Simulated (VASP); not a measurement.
**Ge: relaxation of shape and atoms at fixed volume with PBE**

Ge:

```
Ge
1.0
    -2.65436    2.65436    1.45115
     2.65436   -2.65436    1.45115
     2.65436    2.65436   -1.45115
Ge
2
Cartesian
  2.6544 0.0000 0.7256
  0.0000 0.0000 1.4512
```

This cell differs from its parent crystal: volume scaled by 1.06.

| Property | Result |
| --- | --- |
| Program | VASP 6.6.1 |
| Task | relaxation of shape and atoms at fixed volume |
| Functional | PBE |
| Potentials or basis | VASP PAW PBE potentials, release 64 (Ge_d) |
| Cutoff | 600 eV |
| k mesh | 16 × 16 × 16 |
| Occupations | gaussian, width 0.1 eV |
| Spin | no spin polarisation |
| Dipole correction | no |
| Further INCAR settings | ALGO = Normal; EDIFF = 1e-06; IBRION = 2; EDIFFG = -0.01; NSW = 50; ISIF = 4 |

```
Energy gained by relaxing : 0.0 meV/atom
Ionic steps               : 3
Pressure after relaxing   : -3.4 GPa
Band gap on the k mesh    : zero (band 14 reaches 7.54 eV, above the bottom of band 15 at 2.80 eV)
```

Final structure:
```
CELL_PARAMETERS angstrom
-2.65077 2.65077 1.45509
2.65077 -2.65077 1.45509
2.65077 2.65077 -1.45509
ATOMIC_POSITIONS crystal
Ge 0.25000 0.75000 0.50000
Ge 0.50000 0.50000 0.00000
```

Levels at points of the mesh, in eV from the Fermi level:
```csv
k point,band 11,band 12,band 13,band 14,band 15,band 16,band 17,band 18
"(0.00, 0.00, 0.00)",-12.52,-4.29,-2.05,-2.05,3.51,7.02,7.02,7.19
"(0.50, 0.00, 0.00)",-7.93,-6.11,-2.72,-1.76,-1.24,2.58,3.23,5.00
"(0.50, 0.50, 0.00)",-9.98,-9.98,0.67,0.67,1.76,1.76,6.72,6.72
"(0.50, 0.50, 0.50)",-8.56,-8.56,-5.30,-5.30,5.50,5.50,10.02,10.02
```

Wall time 4.4 min on 1 thread of Intel(R) Xeon(R) Platinum 8259CL CPU @ 2.50GHz (Skylake/Cascade Lake) (shared host), peak memory 0.38 GiB.
